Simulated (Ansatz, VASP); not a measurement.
## One calculation of HC20, two programs

```xyz
42
Lattice="7.2016 0.0000 0.0000 -3.3194 7.7908 0.0000 0.0000 0.0000 22.7917" Properties=species:S:1:pos:R:3 pbc="T T T"
C     1.2478    1.2988    4.0000
C    -0.4119    5.1941    4.0000
C     4.8486    1.2988    4.0000
C     3.1889    5.1941    4.0000
C     0.6932    2.5966    4.0000
C    -0.9665    6.4920    4.0000
C     4.2940    2.5966    4.0000
C     2.6343    6.4920    4.0000
C     0.4180    3.2465    5.2223
C    -1.2417    7.1418    5.2223
C     4.0188    3.2465    5.2223
C     2.3591    7.1418    5.2223
C     1.5231    0.6489    5.2223
C    -0.1366    4.5443    5.2223
C     5.1239    0.6489    5.2223
C     3.4642    4.5443    5.2223
C     1.2442    1.3061    6.4438
C    -0.4155    5.2015    6.4438
C     4.8450    1.3061    6.4438
C     3.1853    5.2015    6.4438
C     0.6969    2.5893    6.4438
C    -0.9628    6.4846    6.4438
C     4.2976    2.5893    6.4438
C     2.6379    6.4846    6.4438
C     0.4122    3.2592    7.6703
C    -1.2475    7.1546    7.6703
C     4.0130    3.2592    7.6703
C     2.3533    7.1546    7.6703
C     1.5289    0.6362    7.6703
C    -0.1308    4.5316    7.6703
C     5.1296    0.6362    7.6703
C     3.4699    4.5316    7.6703
C     1.2137    1.3803    8.7917
C    -0.4460    5.2757    8.7917
C     4.8144    1.3803    8.7917
C     3.1547    5.2757    8.7917
C     0.7274    2.5151    8.7917
C    -0.9323    6.4105    8.7917
C     4.3282    2.5151    8.7917
C     2.6685    6.4105    8.7917
H     6.2756    2.1701   11.3917
H     5.9816    2.8601   11.3917
```

Alike in both runs: task single point; functional LDA; k mesh 4 × 4 × 1; occupations gaussian, width 0.05 eV; no spin polarisation.

|  | VASP | Ansatz |
| --- | --- | --- |
| version | VASP 6.6.1 | Ansatz 0.2.0 |
| potentials or method | VASP PAW LDA potentials, release 64 (C, H), cutoff 520 eV | scalar-relativistic, plane waves, PAW |
| valence electrons in the cell | 162 | 162 |

```csv
,VASP,Ansatz,Ansatz less VASP
rms of the force components (eV/Å),1.780,1.788,+0.0079
```

Ansatz warns that its potentials were made for another functional, while VASP's fit it. LDA's correlation is that of Perdew and Zunger in VASP and of Perdew and Wang (1992) in Ansatz. Atom by atom the forces differ by 0.029 eV/Å (rms over components).
